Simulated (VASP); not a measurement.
Set up this calculation in VASP 6.6.1, as the native input.

| Quantity | Value |
| --- | --- |
| Task | single point |
| Functional | PBE |
| Potentials or basis | VASP PAW PBE potentials, release 64 (Li_sv, Br) |
| Cutoff | 750 eV |
| k mesh | 9 × 9 × 9 |
| Occupations | fermi-dirac, width 0.03 eV |
| Spin | no spin polarisation |
| Dipole correction | no |
| Further INCAR settings | ALGO = Normal; EDIFF = 1e-06; NBANDS = 12 |

The structure of LiBr lies in POSCAR:

```
LiBr
1.0
    0.0000000000      2.6056033766      2.6056033766
    2.6056033766      0.0000000000      2.6056033766
    2.6056033766      2.6056033766      0.0000000000
Li Br
1 1
Direct
    0.0000000000      0.0000000000      0.0000000000
    0.5000000000      0.5000000000      0.5000000000
```

This cell differs from its parent crystal: volume scaled by 0.85.

One way to write it, as run:

INCAR

```
SYSTEM = LiBr
PREC = Accurate
ENCUT = 750
EDIFF = 1E-6
ISMEAR = -1
SIGMA = 0.03
LREAL = .False.
LASPH = .True.
NELM = 120
ALGO = Normal
ISIF = 2
LWAVE = .False.
LCHARG = .False.
GGA = PE
NBANDS = 12
GGA_COMPAT = .False.
```

KPOINTS

```
Automatic mesh
0
Gamma
  9 9 9
  0 0 0
```

Potentials or basis: VASP PAW PBE potentials, release 64 (Li_sv, Br).

Command:

```sh
$ cat potpaw_PBE.64/Li_sv/POTCAR potpaw_PBE.64/Br/POTCAR > POTCAR
$ mpirun -np 1 vasp_std > vasp.out
```

Results of the run:

```
Pressure               : 6.1 GPa
Band gap on the k mesh : 5.73 eV, indirect (least direct gap 5.76 eV)
```

Run time: 12 s on 1 thread of AMD EPYC 9R45 (Zen 5), on a shared host, peak memory 0.18 GiB.
